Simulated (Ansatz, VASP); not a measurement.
Ru in VASP and in Ansatz

Contents of INCAR:

```
SYSTEM = Ru
AGGAC    = 1.0          
AGGAX    = 1.0          
ALDAC    = 0.0          
ALDAX    = 1.0          
ALGO     = Normal         ! electronic algorithm
EDIFF    = 1E-7           ! SCF threshold, eV
ENCUT    = 520            ! plane-wave cutoff, eV
GGA      = B5             ! functional
GGA_COMPAT= .FALSE.      
ISIF     = 2              ! what is computed and relaxed
ISMEAR   = -1             ! smearing method
LASPH    = .TRUE.         ! aspherical terms in the spheres
LCHARG   = .FALSE.        ! write CHGCAR
LMAXMIX  = 4              ! l up to which the mixer works
LORBIT   = 11             ! projections on sites
LORBMOM  = .TRUE.       
LREAL    = .FALSE.        ! projectors in reciprocal space
LSORBIT  = .TRUE.         ! spin-orbit coupling
LWAVE    = .FALSE.        ! write WAVECAR
MAGMOM   = 0 0 1 0 0 1    ! initial moments
NBANDS   = 40             ! bands
NELM     = 150            ! most SCF steps
PREC     = Accurate       ! precision mode
SIGMA    = 0.05           ! smearing width, eV
```

File KPOINTS:

```
k-points
0
G
  13 13 7
  0 0 0
```

File POSCAR:

```
Ru
1.0
    2.7685637282      0.0000000000      0.0000000000
   -1.3842818641      2.3976465207      0.0000000000
    0.0000000000      0.0000000000      4.3443274367
Ru
2
Direct
    0.3333333333      0.6666666667      0.2500000000
    0.6666666667      0.3333333333      0.7500000000
```

Input for Ansatz:

```yaml
crystal:
  lattice:
    - [2.7685637282, 0.0, 0.0]
    - [-1.3842818641, 2.3976465207, 0.0]
    - [0.0, 0.0, 4.3443274367]
  atoms:
    - { symbol: Ru, position: [0.3333333333, 0.6666666667, 0.25], spin: 1.0, spin_axis: [0, 0, 1] }
    - { symbol: Ru, position: [0.6666666667, 0.3333333333, 0.75], spin: 1.0, spin_axis: [0, 0, 1] }
hamiltonian:
  xc: blyp
  pseudopotentials:
    kind: paw_fr
    azcp:
      Ru: "pseudopotentials/Ru.paw.azcp"
basis:
  ecutwfc: 420
  fft_grid_basis: typed
kpoints:
  mp_grid: { grid: [13, 13, 7], shift: [0, 0, 0] }
magnetization:
  noncollinear: true
  spin_orbit: true
scf:
  occupations: { method: fermi_dirac, width: 0.05 }
```

Alike in both runs: task single point; functional BLYP; k mesh 13 × 13 × 7; occupations fermi-dirac, width 0.05 eV; non-collinear spin, spin-orbit coupling.

```csv
,VASP,Ansatz
version,VASP 6.6.1,Ansatz 0.2.0
potentials or method,"VASP PAW PBE potentials, release 64 (Ru_pv), cutoff 520 eV","plane waves (420 eV) with PAW, fully relativistic with spin-orbit coupling"
valence electrons in the cell,28,32
```

```tsv
	VASP	Ansatz	Ansatz less VASP
net moment per atom (μB)	0.00	0.00	0.000
```

VASP's potentials were made for PBE, not for BLYP. VASP's potentials hold 28 valence electrons a cell and Ansatz's 32, so a difference there can come from the potentials and not from the codes. Ansatz's warnings: seeded moment not kept.
